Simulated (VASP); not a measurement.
# FeNi (P4/mmm) in VASP: settings compared

Aim: see how the results for FeNi move with the level of theory and the settings. Levels: LDA, PBEsol+D3(BJ), BLYP+D3(BJ). Tasks: single point, relaxation of cell and atoms.

All numbers are computed with VASP 6.6.1; they aren't measurements. Logs are shortened: lines on timing, memory, paths and dates and some standing lists are left out, and cuts for length are marked.

## 1. The cell of the first run

It takes space group P4/mmm (No. 123, tetragonal). Conventional cell: a = 2.422 Å, b = 2.422 Å, c = 3.513 Å, α = 90.00°, β = 90.00°, γ = 90.00°. Within 3.2 Å of Fe (site symmetry 4/mmm) lie 4 Fe at 2.42 Å and 8 Ni at 2.45 Å. Within 3.2 Å of Ni (site symmetry 4/mmm) lie 4 Ni at 2.42 Å and 8 Fe at 2.45 Å.

## 2. Single point, LDA, collinear spin, ferrimagnetic start

INCAR reads:

```
PREC = Accurate
ENCUT = 520
EDIFF = 1E-6
ISMEAR = 1
SIGMA = 0.1
LREAL = False
LASPH = True
NELM = 150
ALGO = Normal
ISIF = 2
LWAVE = False
LCHARG = False
ISPIN = 2
MAGMOM = 2.4 -1
LORBIT = 11
LMAXMIX = 4
GGA = CA
NBANDS = 20
```

KPOINTS reads:

```
Automatic mesh
0
Gamma
  13 13 9
  0.5 0.5 0.5
```

POSCAR reads:

```
FeNi
1.0
    2.4219325049      0.0000000000      0.0000000000
    0.0000000000      2.4219325049      0.0000000000
    0.0000000000      0.0000000000      3.5132769219
Fe Ni
1 1
Direct
    0.0000000000      0.0000000000      0.0000000000
    0.5000000000      0.5000000000      0.5000000000
```

Potentials or basis: VASP PAW LDA potentials, release 64 (Fe, Ni).

Run with:

```console
> cat potpaw_LDA.64/Fe/POTCAR potpaw_LDA.64/Ni/POTCAR > POTCAR
> mpirun -np 1 vasp_std > vasp.out
```

OUTCAR:

```text
PREC = Accurate
   ENCUT = 520
   EDIFF = 1E-6
   ISMEAR = 1
   LREAL = False
   LASPH = True
   NELM = 150
   ISIF = 2
   ISPIN = 2
   LORBIT = 11
   GGA = CA

 ion  position               nearest neighbor table
   1  0.000  0.000  0.000-   2 2.45   2 2.45   2 2.45   2 2.45   2 2.45   2 2.45   2 2.45   2 2.45

   2  0.500  0.500  0.500-   1 2.45   1 2.45   1 2.45   1 2.45   1 2.45   1 2.45   1 2.45   1 2.45

  LATTYP: Found a simple tetragonal cell.
 ALAT       =     2.4219325049
 C/A-ratio  =     1.4506089310

  Lattice vectors:

 A1 = (   2.4219325049,   0.0000000000,   0.0000000000)
 A2 = (   0.0000000000,   2.4219325049,   0.0000000000)
 A3 = (   0.0000000000,   0.0000000000,   3.5132769219)

Analysis of symmetry for initial positions (statically):
=====================================================================
 Subroutine PRICEL returns:
 Original cell was already a primitive cell.

 Routine SETGRP: Setting up the symmetry group for a
 simple tetragonal supercell.

 Subroutine GETGRP returns: Found 16 space group operations
 (whereof 16 operations were pure point group operations)
 out of a pool of 16 trial point group operations.

The static configuration has the point symmetry D_4h.

Analysis of symmetry for dynamics (positions and initial velocities):
=====================================================================
 Subroutine PRICEL returns:
 Original cell was already a primitive cell.

 Routine SETGRP: Setting up the symmetry group for a
 simple tetragonal supercell.

 Subroutine GETGRP returns: Found 16 space group operations
 (whereof 16 operations were pure point group operations)
 out of a pool of 16 trial point group operations.

The dynamic configuration has the point symmetry D_4h.

Analysis of structural, dynamic, and magnetic symmetry:
=====================================================================
 Subroutine PRICEL returns:
 Original cell was already a primitive cell.

 Routine SETGRP: Setting up the symmetry group for a
 simple tetragonal supercell.

 Subroutine GETGRP returns: Found 16 space group operations
 (whereof 16 operations were pure point group operations)
 out of a pool of 16 trial point group operations.

The overall configuration has the point symmetry D_4h.

 Subroutine INISYM returns: Found 16 space group operations
 (whereof 16 operations are pure point group operations),
 and found     1 'primitive' translations

----------------------------------------------------------------------------------------

                                     Primitive cell

  volume of cell :      20.6080

  direct lattice vectors                    reciprocal lattice vectors
     2.421932505  0.000000000  0.000000000     0.412893422  0.000000000  0.000000000
     0.000000000  2.421932505  0.000000000     0.000000000  0.412893422  0.000000000
     0.000000000  0.000000000  3.513276922     0.000000000  0.000000000  0.284634551

  length of vectors
     2.421932505  2.421932505  3.513276922     0.412893422  0.412893422  0.284634551

  position of ions in fractional coordinates (direct lattice)
     0.000000000  0.000000000  0.000000000
     0.500000000  0.500000000  0.500000000

  ion indices of the primitive-cell ions
   primitive index   ion index
                 1           1
                 2           2

----------------------------------------------------------------------------------------

 KPOINTS: Automatic mesh

Automatic generation of k-mesh.
 Grid dimensions read from file:
 generate k-points for:   13   13    9

 Generating k-lattice:

  Cartesian coordinates                     Fractional coordinates (reciprocal lattice)
     0.031761032  0.000000000  0.000000000     0.076923077  0.000000000  0.000000000
     0.000000000  0.031761032  0.000000000     0.000000000  0.076923077  0.000000000
     0.000000000  0.000000000  0.031626061     0.000000000  0.000000000  0.111111111

  Length of vectors
     0.031761032  0.031761032  0.031626061

  Shift w.r.t. Gamma in fractional coordinates (k-lattice)
     0.500000000  0.500000000  0.500000000

 Subroutine IBZKPT returns following result:
 ===========================================

 Found    140 irreducible k-points:

 Following reciprocal coordinates:
            Coordinates               Weight
  0.038462  0.038462  0.055556      8.000000
  0.115385  0.038462  0.055556     16.000000
  0.192308  0.038462  0.055556     16.000000
  0.269231  0.038462  0.055556     16.000000
  0.346154  0.038462  0.055556     16.000000
  0.423077  0.038462  0.055556     16.000000
[... 16 lines left out ...]
  0.346154  0.346154  0.055556      8.000000
  0.423077  0.346154  0.055556     16.000000
 [... further k-points ...]
   k-points           NKPTS =    140   k-points in BZ     NKDIM =    140   number of bands    NBANDS=     20
   number of dos      NEDOS =    301   number of ions     NIONS =      2
   total plane-waves  NPLWV =   9072
   dimension x,y,z NGX =    18 NGY =   18 NGZ =   28
   dimension x,y,z NGXF=    36 NGYF=   36 NGZF=   56
   ions per type =               1   1
   NGX,Y,Z   is equivalent  to a cutoff of  12.36, 12.36, 13.25 a.u.
   NGXF,Y,Z  is equivalent  to a cutoff of  24.71, 24.71, 26.50 a.u.
 SYSTEM =  unknown system
   PREC   = accura    normal or accurate (medium, high low for compatibility)
   ISTART =      0    job   : 0-new  1-cont  2-samecut
   ICHARG =      2    charge: 1-file 2-atom 10-const
   ISPIN  =      2    spin polarized calculation?
   LNONCOLLINEAR =      F non collinear calculations
   LSORBIT =      F    spin-orbit coupling
   LASPH  =      T    aspherical Exc in radial PAW
   ENCUT  =  520.0 eV  38.22 Ry    6.18 a.u.   4.50  4.50  6.53*2*pi/ulx,y,z
   NELM   =    150;   NELMIN=  2; NELMDL= -5     # of ELM steps
   EDIFF  = 0.1E-05   stopping-criterion for ELM
   LREAL  =      F    real-space projection
   EDIFFG = 0.1E-04   stopping-criterion for IOM
   NSW    =      0    number of steps for IOM
   IBRION =     -1    ionic relax: 0-MD 1-quasi-New 2-CG
   NFREE  =      0    steps in history (QN), initial steepest desc. (CG)
   ISIF   =      2    stress and relaxation
   ISYM   =      2    0-nonsym 1-usesym 2-fastsym
   POTIM  = 0.5000    time-step for ionic-motion
   TEBEG  =    0.0;   TEEND  =   0.0 temperature during run
   PSTRESS=    0.0 pullay stress
   NELECT =      18.0000    total number of electrons
   NUPDOWN=      -1.0000    fix difference up-down
   EMIN   =  10.00;   EMAX   =-10.00  energy-range for DOS
   EFERMI =   0.00;   METHOD = LEGACY
   ISMEAR =     1;   SIGMA  =   0.10  broadening in eV -4-tet -1-fermi 0-gaus
   EFERMI_NEDOS =   21; number of points for ismear=-14 and -15
   IALGO  =     38    algorithm
   IMIX   =      4    mixing-type and parameters
     AMIX     =   0.40;   BMIX     =  1.00
     AMIX_MAG =   1.60;   BMIX_MAG =  1.00
  volume/ion in A,a.u.               =      10.30        69.53
  Fermi-wavevector in a.u.,A,eV,Ry     =   1.564901  2.957234 33.319510  2.448915
  Thomas-Fermi vector in A             =   2.667456
   LORBIT       =     11    0 simple, 1 ext, 2 COOP (PROOUT), +10 PAW based schemes
   GGA     = CA    functional components
   LHFCALC =     F    Hartree Fock is set to
   AEXX    =    0.0000 exact exchange contribution
   IVDW    =     0    specifies the selected vdW correction
   LEPSILON=     F    determine dielectric tensor
   LRPA    =     F    only Hartree local field effects (RPA)
 spin polarized calculation
 Methfessel and Paxton  Order N= 1 SIGMA  =   0.10
  energy-cutoff  :      520.00
  volume of cell :       20.61
 maximum number of plane-waves:       574
   NGX =  9   NGY =  9   NGZ = 13

 number of electron      17.9999999 magnetization       2.8919744

 Free energy of the ion-electron system (eV)
  ---------------------------------------------------
  ext. energy  EPLUGINS =         0.00000000
  ---------------------------------------------------
  free energy    TOTEN  =       -15.86926151 eV

  energy without entropy =      -15.86989179  energy(sigma->0) =      -15.86947161

 E-fermi :   8.3693     XC(G=0): -13.9531

 val. band max:        8.3618102309   @ k =   0.5000   0.4231   0.0556
 cond. band min:       8.3854173812   @ k =   0.2692   0.2692   0.0556
 fundamental gap:      0.0236071503
 Fermi energy:         8.3693019559

 spin component 1

 k-point     1 :       0.0385    0.0385    0.0556
  band No.  band energies     occupation
      1      -0.8404      1.00000
      2       2.9992      1.00000
      3       3.7106      1.00000
      4       5.6987      1.00000
      5       5.8258      1.00000
      6       5.8753      1.00000
[... 12 lines left out ...]
     19      35.1835      0.00000
     20      36.0826      0.00000
[... 507 lines left out ...]
 k-point    24 :       0.4231    0.3462    0.0556
  band No.  band energies     occupation
      1       3.0935      1.00000
      2       3.4941      1.00000
      3       3.8979      1.00000
      4       3.9328      1.00000
      5       6.7476      1.00000
      6       7.4484      1.00000
[... 12 lines left out ...]
     19      29.7679      0.00000
     20      32.0986      0.00000

 [... further k-points ...]

 spin component 2

 k-point     1 :       0.0385    0.0385    0.0556
  band No.  band energies     occupation
      1      -0.6095      1.00000
      2       3.8855      1.00000
      3       4.6205      1.00000
      4       6.8012      1.00000
      5       6.8497      1.00000
      6       7.0285      1.00000
[... 12 lines left out ...]
     19      35.5013      0.00000
     20      36.4266      0.00000
[... 507 lines left out ...]
 k-point    24 :       0.4231    0.3462    0.0556
  band No.  band energies     occupation
      1       3.9237      1.00000
      2       4.3155      1.00000
      3       4.8492      1.00000
      4       4.9029      1.00000
      5       7.4755      1.00000
      6       8.4285      0.08342
[... 12 lines left out ...]
     19      30.3552      0.00000
     20      32.6135      0.00000

 [... further k-points ...]

------------------------ aborting loop because EDIFF is reached ----------------------------------------

  FORCE on cell =-STRESS in cart. coord.  units (eV):
  Direction    XX          YY          ZZ          XY          YZ          ZX
  --------------------------------------------------------------------------------------
  -------------------------------------------------------------------------------------
  Total       -0.0686264     -0.0686264     -0.0123689      0.0000000      0.0000000      0.0000000
  in kB       -5.3353773     -5.3353773     -0.9616259      0.0000000      0.0000000      0.0000000
  external PRESSURE =      -3.8774602 kB  Pullay stress =       0.0000000 kB

 VOLUME and BASIS-vectors are now :
 -----------------------------------------------------------------------------
  energy-cutoff  :      520.00
  volume of cell :       20.61
      direct lattice vectors                 reciprocal lattice vectors
     2.421932505  0.000000000  0.000000000     0.412893422  0.000000000  0.000000000
     0.000000000  2.421932505  0.000000000     0.000000000  0.412893422  0.000000000
     0.000000000  0.000000000  3.513276922     0.000000000  0.000000000  0.284634551

 POSITION                                       TOTAL-FORCE (eV/Angst)
 -----------------------------------------------------------------------------------
      0.00000      0.00000      0.00000         0.000000      0.000000      0.000000
      1.21097      1.21097      1.75664         0.000000      0.000000      0.000000
 -----------------------------------------------------------------------------------
    total drift:                                0.000000     -0.000000     -0.000000

  FREE ENERGIE OF THE ION-ELECTRON SYSTEM (eV)
  ---------------------------------------------------
  free  energy   TOTEN  =       -15.8692615119 eV

  energy  without entropy=      -15.8698917927  energy(sigma->0) =      -15.86947161

 total charge

# of ion       s       p       d       tot
------------------------------------------
    1        0.511   0.570   6.303   7.383
    2        0.555   0.613   8.362   9.530
--------------------------------------------------
tot          1.066   1.182  14.664  16.913

 magnetization (x)

# of ion       s       p       d       tot
------------------------------------------
    1       -0.002  -0.012   2.281   2.268
    2       -0.022  -0.046   0.658   0.589
--------------------------------------------------
tot         -0.023  -0.058   2.939   2.857
```

Wall time 2.4 min (1 thread of Intel Xeon 8259CL, shared host); peak memory 0.2 GiB.

Results:

```yaml
Free_energy: -15.8693 eV
Pressure: -0.4 GPa
Net_moment: 2.89 μB per cell
Site_moments: Fe +2.27; Ni +0.59 μB
Valence_electrons_inside_the_program's_atomic_spheres: Fe 7.38; Ni 9.53
```

Stress tensor (GPa, compression positive):
```
-0.53  0.00  0.00
 0.00 -0.53  0.00
 0.00  0.00 -0.10
```

(Continued in part 2 of 2.)
